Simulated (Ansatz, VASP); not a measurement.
## FeO: VASP beside Ansatz

Contents of INCAR:

```
PREC = Accurate
ENCUT = 520
EDIFF = 1E-6
ISMEAR = -1
SIGMA = 0.05
LREAL = False
LASPH = True
NELM = 150
ALGO = Normal
ISIF = 2
LWAVE = False
LCHARG = False
ISPIN = 2
MAGMOM = 3 0
LORBIT = 11
LMAXMIX = 4
NBANDS = 18
```

The input KPOINTS:

```
regular mesh
0
Gamma
  9 9 9
```

File POSCAR:

```
FeO
1.0
    1.4878158575      0.8589908858      2.4681429078
   -1.4878158575      0.8589908858      2.4681429078
    0.0000000000     -1.7179817717      2.4681429078
Fe O
1 1
Direct
    0.0000000000      0.0000000000      0.0000000000
    0.5000000000      0.5000000000      0.5000000000
```

The input input.yaml:

```yaml
crystal:
  lattice:
    - [1.4878158575, 0.8589908858, 2.4681429078]
    - [-1.4878158575, 0.8589908858, 2.4681429078]
    - [0.0, -1.7179817717, 2.4681429078]
  atoms:
    - { symbol: Fe, position: [0.0, 0.0, 0.0], spin: 3.0 }
    - { symbol: O, position: [0.5, 0.5, 0.5] }
hamiltonian:
  xc: lda
  pseudopotentials: { kind: paw }
magnetization:
  spin_polarized: true
kpoints:
  mp_grid: { grid: [9, 9, 9] }
scf:
  occupations: { method: fermi_dirac, width: 0.05 }
output:
  forces: true
  stress: true
  eigenvalues: true
  write_density: true
  write_potential: true
  elf: true
  volumetric_format: npy
```

Alike in both runs: task single point; functional LDA; k mesh 9 × 9 × 9; occupations fermi-dirac, width 0.05 eV; collinear spin.

```csv
,VASP,Ansatz
version,VASP 6.6.1,Ansatz 0.2.0
potentials or method,"VASP PAW LDA potentials, release 64 (Fe, O)",Ansatz PAW
plane-wave cutoff (eV),520,420
valence electrons in the cell,14,22
```

Ansatz gave:

| Property | Result |
| --- | --- |
| gap on the k mesh at the Fermi level (eV) | none |
| pressure (GPa) | -6.2 |
| traceless stress, the component that is largest in VASP (GPa) | -0.71 |
| net moment per atom (μB) | 1.98 |
| size of the moment on the site where the two differ most (μB) | 3.36 |

Problem. Which values does VASP return?

Solution. gap on the k mesh at the Fermi level (eV): none; pressure (GPa): -7.4; traceless stress, the component that is largest in VASP (GPa): -0.72; net moment per atom (μB): 1.92; size of the moment on the site where the two differ most (μB): 3.46.

LDA's correlation is that of Perdew and Zunger in VASP and of Perdew and Wang (1992) in Ansatz. Site moments also hang on the region over which each program counts them. A gap of «none» marks a metal or a gap that the smearing closes. VASP's potentials hold 14 valence electrons a cell and Ansatz's 22, so a difference there can come from the potentials and not from the codes.
